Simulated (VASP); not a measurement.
# InSb3 (P4/mmm) in VASP: further runs, part 2 of 2

VASP 6.6.1. Earlier steps stand in the parts before.

### 4 Single point, PBE (volume 27.888 Å^3 an atom, c/a of the conventional cell 0.8336)

File INCAR:

```
PREC = Accurate ; ENCUT = 520
EDIFF = 1E-7 ; ISMEAR = 0
SIGMA = 0.15 ; LREAL = False
LASPH = True ; NELM = 80
ALGO = Normal ; ISIF = 2
LWAVE = False ; LCHARG = True
GGA = PE ; LELF = True
LVHAR = True ; NBANDS = 22
```

File KPOINTS:

```
Automatic mesh
0
Gamma
  10 10 10
```

File POSCAR:

```
InSb3
1.0
    5.1149469139      0.0000000000      0.0000000000
    0.0000000000      5.1149469139      0.0000000000
    0.0000000000      0.0000000000      4.2638197475
In Sb
1 3
Direct
    0.0000000000      0.0000000000      0.0000000000
    0.5000000000      0.0000000000      0.5000000000
    0.0000000000      0.5000000000      0.5000000000
    0.5000000000      0.5000000000      0.0000000000
```

Command:

```console
cat potpaw_PBE.64/In_d/POTCAR potpaw_PBE.64/Sb/POTCAR > POTCAR
mpirun -np 1 vasp_std > vasp.out
```

It took 87 s on 1 thread of Intel Xeon 6975P-C (Granite Rapids), shared host; peak memory 0.42 GiB.

Results (log left out):

```
Free energy            : -14.2959 eV
Pressure               : -0.4 GPa
Band gap on the k mesh : zero (band 14 reaches 10.05 eV, above the bottom of band 15 at 6.36 eV)
```

Stress tensor (GPa, compression positive):
```
-0.05  0.00  0.00
 0.00 -0.05  0.00
 0.00  0.00 -1.21
```

Levels at points of the mesh, in eV from the Fermi level:
```csv
k point,band 10,band 11,band 12,band 13,band 14,band 15,band 16,band 17,band 18,band 19
"(0.00, 0.00, 0.00)",-4.62,-3.21,-3.01,-0.29,-0.29,0.83,2.19,2.74,2.74,3.60
"(0.50, 0.00, 0.00)",-3.53,-2.62,-1.88,-1.02,-0.25,-0.19,1.46,2.14,2.42,3.32
"(0.50, 0.50, 0.00)",-1.06,-0.50,-0.40,-0.40,-0.27,-0.27,1.24,1.84,2.15,2.22
"(0.00, 0.00, 0.50)",-2.68,-2.68,-2.04,-2.04,-1.75,-1.34,1.39,1.39,2.28,2.28
"(0.50, 0.00, 0.50)",-2.99,-2.16,-2.02,-1.46,-1.30,-1.11,-1.10,0.85,3.36,3.51
"(0.50, 0.50, 0.50)",-4.92,-4.92,-4.63,-4.60,2.34,2.45,3.41,3.41,4.19,6.09
```

Caveat: spin-orbit coupling is left out, which moves the levels of the heavy elements.

### 5 Single point, PBE (volume 27.888 Å^3 an atom, c/a of the conventional cell 1.1996)

File INCAR:

```
PREC     = Accurate       # precision mode
ENCUT    = 520            # plane-wave cutoff, eV
EDIFF    = 1E-6           # SCF threshold, eV
ISMEAR   = 0              # smearing method
SIGMA    = 0.15           # smearing width, eV
LREAL    = F              # projectors in reciprocal space
LASPH    = T              # aspherical terms in the spheres
NELM     = 80             # most SCF steps
ALGO     = Normal         # electronic algorithm
ISIF     = 2              # what is computed and relaxed
LWAVE    = F              # write WAVECAR
LCHARG   = T              # write CHGCAR
GGA      = PE             # functional
LELF     = T              # ELF
LVHAR    = T            
NBANDS   = 22             # bands
```

KPOINTS is that of step 4.

File POSCAR:

```
InSb3
1.0
    4.5305216870      0.0000000000      0.0000000000
    0.0000000000      4.5305216870      0.0000000000
    0.0000000000      0.0000000000      5.4348138157
In Sb
1 3
Direct
    0.0000000000      0.0000000000      0.0000000000
    0.5000000000      0.0000000000      0.5000000000
    0.0000000000      0.5000000000      0.5000000000
    0.5000000000      0.5000000000      0.0000000000
```

Potentials or basis: VASP PAW PBE potentials, release 64 (In_d, Sb).

Command:

```console
cat potpaw_PBE.64/In_d/POTCAR potpaw_PBE.64/Sb/POTCAR > POTCAR
mpirun -np 1 vasp_std > vasp.out
```

OUTCAR:

```text
PREC = Accurate
   ENCUT = 520
   EDIFF = 1E-6
   ISMEAR = 0
   LREAL = F
   LASPH = T
   NELM = 80
   ISIF = 2
   GGA = PE

 ion  position               nearest neighbor table
   1  0.000  0.000  0.000-   4 3.20   4 3.20   4 3.20   4 3.20   3 3.54   3 3.54   3 3.54   3 3.54
                             2 3.54   2 3.54   2 3.54   2 3.54
   2  0.500  0.000  0.500-   3 3.20   3 3.20   3 3.20   3 3.20   4 3.54   1 3.54   4 3.54   4 3.54
                             1 3.54   4 3.54   1 3.54   1 3.54
   3  0.000  0.500  0.500-   2 3.20   2 3.20   2 3.20   2 3.20   4 3.54   1 3.54   1 3.54   1 3.54
                             4 3.54   4 3.54   4 3.54   1 3.54
   4  0.500  0.500  0.000-   1 3.20   1 3.20   1 3.20   1 3.20   3 3.54   2 3.54   2 3.54   2 3.54
                             3 3.54   3 3.54   3 3.54   2 3.54

  LATTYP: Found a simple tetragonal cell.
 ALAT       =     4.5305216870
 C/A-ratio  =     1.1996000000

  Lattice vectors:

 A1 = (   4.5305216870,   0.0000000000,   0.0000000000)
 A2 = (   0.0000000000,   4.5305216870,   0.0000000000)
 A3 = (   0.0000000000,   0.0000000000,   5.4348138157)

Analysis of symmetry for initial positions (statically):
=====================================================================
 Subroutine PRICEL returns:
 Original cell was already a primitive cell.

 Routine SETGRP: Setting up the symmetry group for a
 simple tetragonal supercell.

 Subroutine GETGRP returns: Found 16 space group operations
 (whereof 16 operations were pure point group operations)
 out of a pool of 16 trial point group operations.

The static configuration has the point symmetry D_4h.

Analysis of symmetry for dynamics (positions and initial velocities):
=====================================================================
 Subroutine PRICEL returns:
 Original cell was already a primitive cell.

 Routine SETGRP: Setting up the symmetry group for a
 simple tetragonal supercell.

 Subroutine GETGRP returns: Found 16 space group operations
 (whereof 16 operations were pure point group operations)
 out of a pool of 16 trial point group operations.

The dynamic configuration has the point symmetry D_4h.

 Subroutine INISYM returns: Found 16 space group operations
 (whereof 16 operations are pure point group operations),
 and found     1 'primitive' translations

----------------------------------------------------------------------------------------

                                     Primitive cell

  volume of cell :     111.5530

  direct lattice vectors                    reciprocal lattice vectors
     4.530521687  0.000000000  0.000000000     0.220725133  0.000000000  0.000000000
     0.000000000  4.530521687  0.000000000     0.000000000  0.220725133  0.000000000
     0.000000000  0.000000000  5.434813816     0.000000000  0.000000000  0.183998943

  length of vectors
     4.530521687  4.530521687  5.434813816     0.220725133  0.220725133  0.183998943

  position of ions in fractional coordinates (direct lattice)
     0.000000000  0.000000000  0.000000000
     0.500000000  0.000000000  0.500000000
     0.000000000  0.500000000  0.500000000
     0.500000000  0.500000000  0.000000000

  ion indices of the primitive-cell ions
   primitive index   ion index
                 1           1
                 2           2
                 3           3
                 4           4

----------------------------------------------------------------------------------------

 KPOINTS: Automatic mesh

Automatic generation of k-mesh.
 Grid dimensions read from file:
 generate k-points for:   10   10   10

 Generating k-lattice:

  Cartesian coordinates                     Fractional coordinates (reciprocal lattice)
     0.022072513  0.000000000  0.000000000     0.100000000  0.000000000  0.000000000
     0.000000000  0.022072513  0.000000000     0.000000000  0.100000000  0.000000000
     0.000000000  0.000000000  0.018399894     0.000000000  0.000000000  0.100000000

  Length of vectors
     0.022072513  0.022072513  0.018399894

  Shift w.r.t. Gamma in fractional coordinates (k-lattice)
     0.000000000  0.000000000  0.000000000

 Subroutine IBZKPT returns following result:
 ===========================================

 Found    126 irreducible k-points:

 Following reciprocal coordinates:
            Coordinates               Weight
  0.000000  0.000000  0.000000      1.000000
  0.100000  0.000000  0.000000      4.000000
  0.200000  0.000000  0.000000      4.000000
  0.300000  0.000000  0.000000      4.000000
  0.400000  0.000000  0.000000      4.000000
  0.500000  0.000000  0.000000      2.000000
[... 16 lines left out ...]
  0.100000  0.000000  0.100000      8.000000
  0.200000  0.000000  0.100000      8.000000
 [... further k-points ...]
   k-points           NKPTS =    126   k-points in BZ     NKDIM =    126   number of bands    NBANDS=     22
   number of dos      NEDOS =    301   number of ions     NIONS =      4
   total plane-waves  NPLWV =  51840
   dimension x,y,z NGX =    36 NGY =   36 NGZ =   40
   dimension x,y,z NGXF=    72 NGYF=   72 NGZF=   80
   ions per type =               1   3
   NGX,Y,Z   is equivalent  to a cutoff of  13.21, 13.21, 12.24 a.u.
   NGXF,Y,Z  is equivalent  to a cutoff of  26.42, 26.42, 24.47 a.u.
 SYSTEM =  unknown system
   PREC   = accura    normal or accurate (medium, high low for compatibility)
   ISTART =      0    job   : 0-new  1-cont  2-samecut
   ICHARG =      2    charge: 1-file 2-atom 10-const
   ISPIN  =      1    spin polarized calculation?
   LNONCOLLINEAR =      F non collinear calculations
   LSORBIT =      F    spin-orbit coupling
   LASPH  =      T    aspherical Exc in radial PAW
   ENCUT  =  520.0 eV  38.22 Ry    6.18 a.u.   8.42  8.42 10.11*2*pi/ulx,y,z
   NELM   =     80;   NELMIN=  2; NELMDL= -5     # of ELM steps
   EDIFF  = 0.1E-05   stopping-criterion for ELM
   LREAL  =      F    real-space projection
   EDIFFG = 0.1E-04   stopping-criterion for IOM
   NSW    =      0    number of steps for IOM
   IBRION =     -1    ionic relax: 0-MD 1-quasi-New 2-CG
   NFREE  =      0    steps in history (QN), initial steepest desc. (CG)
   ISIF   =      2    stress and relaxation
   ISYM   =      2    0-nonsym 1-usesym 2-fastsym
   POTIM  = 0.5000    time-step for ionic-motion
   TEBEG  =    0.0;   TEEND  =   0.0 temperature during run
   PSTRESS=    0.0 pullay stress
   NELECT =      28.0000    total number of electrons
   NUPDOWN=      -1.0000    fix difference up-down
   EMIN   =  10.00;   EMAX   =-10.00  energy-range for DOS
   EFERMI =   0.00;   METHOD = LEGACY
   ISMEAR =     0;   SIGMA  =   0.15  broadening in eV -4-tet -1-fermi 0-gaus
   EFERMI_NEDOS =   21; number of points for ismear=-14 and -15
   IALGO  =     38    algorithm
   IMIX   =      4    mixing-type and parameters
     AMIX     =   0.40;   BMIX     =  1.00
     AMIX_MAG =   1.60;   BMIX_MAG =  1.00
  volume/ion in A,a.u.               =      27.89       188.20
  Fermi-wavevector in a.u.,A,eV,Ry     =   1.032683  1.951488 14.509726  1.066435
  Thomas-Fermi vector in A             =   2.166893
   LORBIT       =      0    0 simple, 1 ext, 2 COOP (PROOUT), +10 PAW based schemes
   GGA     = PE    functional components
   LHFCALC =     F    Hartree Fock is set to
   AEXX    =    0.0000 exact exchange contribution
   IVDW    =     0    specifies the selected vdW correction
   LEPSILON=     F    determine dielectric tensor
   LRPA    =     F    only Hartree local field effects (RPA)
 non-spin polarized calculation
 Gauss-broadening in eV      SIGMA  =   0.15
  energy-cutoff  :      520.00
  volume of cell :      111.55
 maximum number of plane-waves:      3026
 NGX is ok and might be reduce to    36
   NGX = 17   NGY = 17   NGZ = 21

 number of electron      28.0000004 magnetization

 Free energy of the ion-electron system (eV)
  ---------------------------------------------------
  ext. energy  EPLUGINS =         0.00000000
  ---------------------------------------------------
  free energy    TOTEN  =       -14.24662464 eV

  energy without entropy =      -14.22309317  energy(sigma->0) =      -14.23485891

 E-fermi :   7.6782     XC(G=0): -10.0336

 val. band max:        7.6683386925   @ k =   0.5000   0.1000   0.0000
 cond. band min:       7.6901927798   @ k =   0.4000   0.3000   0.0000
 fundamental gap:      0.0218540873
 Fermi energy:         7.6781854463

 k-point     1 :       0.0000    0.0000    0.0000
  band No.  band energies     occupation
      1      -6.7938      2.00000
      2      -6.7463      2.00000
      3      -6.7463      2.00000
      4      -6.7441      2.00000
      5      -6.7434      2.00000
      6      -4.3956      2.00000
[... 589 lines left out ...]
     21      12.9590      0.00000
     22      13.0682      0.00000

 [... further k-points ...]
[... 5 lines left out ...]
  --------------------------------------------------------------------------------------
  -------------------------------------------------------------------------------------
  Total        0.2167526      0.2167526     -0.2044083      0.0000000     -0.0000000      0.0000000
  in kB        3.1131046      3.1131046     -2.9358108      0.0000000     -0.0000000      0.0000000
  external PRESSURE =       1.0967995 kB  Pullay stress =       0.0000000 kB

 VOLUME and BASIS-vectors are now :
 -----------------------------------------------------------------------------
  energy-cutoff  :      520.00
  volume of cell :      111.55
      direct lattice vectors                 reciprocal lattice vectors
     4.530521687  0.000000000  0.000000000     0.220725133  0.000000000  0.000000000
     0.000000000  4.530521687  0.000000000     0.000000000  0.220725133  0.000000000
     0.000000000  0.000000000  5.434813816     0.000000000  0.000000000  0.183998943

 POSITION                                       TOTAL-FORCE (eV/Angst)
 -----------------------------------------------------------------------------------
      0.00000      0.00000      0.00000         0.000000      0.000000      0.000000
      2.26526      0.00000      2.71741         0.000000      0.000000      0.000000
      0.00000      2.26526      2.71741         0.000000      0.000000      0.000000
      2.26526      2.26526      0.00000         0.000000      0.000000      0.000000
 -----------------------------------------------------------------------------------
    total drift:                               -0.000000     -0.000000     -0.000000

  FREE ENERGIE OF THE ION-ELECTRON SYSTEM (eV)
  ---------------------------------------------------
  free  energy   TOTEN  =       -14.2466246405 eV

  energy  without entropy=      -14.2230931730  energy(sigma->0) =      -14.23485891
```

Wall time 76 s (1 thread of Intel Xeon 6975P-C (Granite Rapids), shared host); peak memory 0.43 GiB.

What came out:

```
Free energy            : -14.2466 eV
Pressure               : 0.1 GPa
Band gap on the k mesh : zero (band 14 reaches 9.63 eV, above the bottom of band 15 at 6.30 eV)
```

Caveat: spin-orbit coupling is left out, which moves the levels of the heavy elements.

### 6 Single point, PBE (volume 29.376 Å^3 an atom, c/a of the conventional cell 1.0625)

File INCAR:

```
SYSTEM = InSb3
ALGO = Normal
EDIFF = 1E-6
ENCUT = 520
GGA = PE
ISIF = 2
ISMEAR = 0
LASPH = .True.
LCHARG = .True.
LELF = .True.
LREAL = .False.
LVHAR = .True.
LWAVE = .False.
NBANDS = 22
NELM = 100
PREC = Accurate
SIGMA = 0.15
```

File KPOINTS:

```
k-points
0
Gamma
  10 10 10
  0 0 0
```

File POSCAR:

```
InSb3
1.0
    4.8000000000      0.0000000000      0.0000000000
    0.0000000000      4.8000000000      0.0000000000
    0.0000000000      0.0000000000      5.1000000000
In Sb
1 3
Direct
    0.0000000000      0.0000000000      0.0000000000
    0.5000000000      0.0000000000      0.5000000000
    0.0000000000      0.5000000000      0.5000000000
    0.5000000000      0.5000000000      0.0000000000
```

Potentials or basis: VASP PAW PBE potentials, release 64 (In_d, Sb).

Command:

```console
cat potpaw_PBE.64/In_d/POTCAR potpaw_PBE.64/Sb/POTCAR > POTCAR
mpirun -np 1 vasp_std > vasp.out
```

Run time: 2.8 min. Hardware: 1 thread of Intel Xeon 6975P-C (Granite Rapids), shared host; peak memory 0.43 GiB.

The run converged. Its results:

```yaml
Free_energy: -14.2114 eV
Pressure: -2.4 GPa
Band_gap_on_the_k_mesh: zero (band 14 reaches 9.92 eV, above the bottom of band 15 at 5.99 eV)
```

Stress tensor (GPa, compression positive):
```
-2.35  0.00  0.00
 0.00 -2.35  0.00
 0.00  0.00 -2.52
```

Levels at points of the mesh, in eV from the Fermi level:
| k point | band 11 | band 12 | band 13 | band 14 | band 15 | band 16 | band 17 | band 18 |
| --- | --- | --- | --- | --- | --- | --- | --- | --- |
| (0.00, 0.00, 0.00) | -3.82 | -3.49 | 0.35 | 0.35 | 0.48 | 1.70 | 1.88 | 1.88 |
| (0.50, 0.00, 0.00) | -2.43 | -2.09 | -1.68 | -1.02 | -0.75 | 1.78 | 1.95 | 2.08 |
| (0.50, 0.50, 0.00) | -1.90 | -1.90 | -1.33 | -1.12 | -1.12 | -0.98 | 0.97 | 3.57 |
| (0.00, 0.00, 0.50) | -2.70 | -1.85 | -1.85 | -0.71 | -0.58 | 1.34 | 2.04 | 2.38 |
| (0.50, 0.00, 0.50) | -1.37 | -1.36 | -1.11 | -0.93 | -0.86 | -0.22 | 1.33 | 2.76 |
| (0.50, 0.50, 0.50) | -4.59 | -4.56 | -4.56 | 2.81 | 3.04 | 3.04 | 3.72 | 3.78 |

Caveat: spin-orbit coupling is left out, which moves the levels of the heavy elements.

### 7 Summary

```tsv
cell	gap on the mesh (eV)	pressure (GPa)
a = 4.582, b = 4.582, c = 5.173 Å, 4 atoms	none	1.4
a = 4.968, b = 4.968, c = 4.400 Å, 4 atoms	none	1.3
a = 5.115, b = 5.115, c = 4.264 Å, 4 atoms	none	-0.4
a = 4.531, b = 4.531, c = 5.435 Å, 4 atoms	none	0.1
a = 4.800, b = 4.800, c = 5.100 Å, 4 atoms	none	-2.4
```

Alike in all rows: task single point; level PBE; potentials or basis VASP PAW PBE potentials, release 64 (In_d, Sb); no spin polarisation; k mesh 10 × 10 × 10; cutoff (eV) 520; smearing gaussian 0.15 eV.

Caveats: spin-orbit coupling is left out, which moves the levels of the heavy elements.

Total energies depend on the potentials used, so only differences within one code and one set of settings carry meaning.
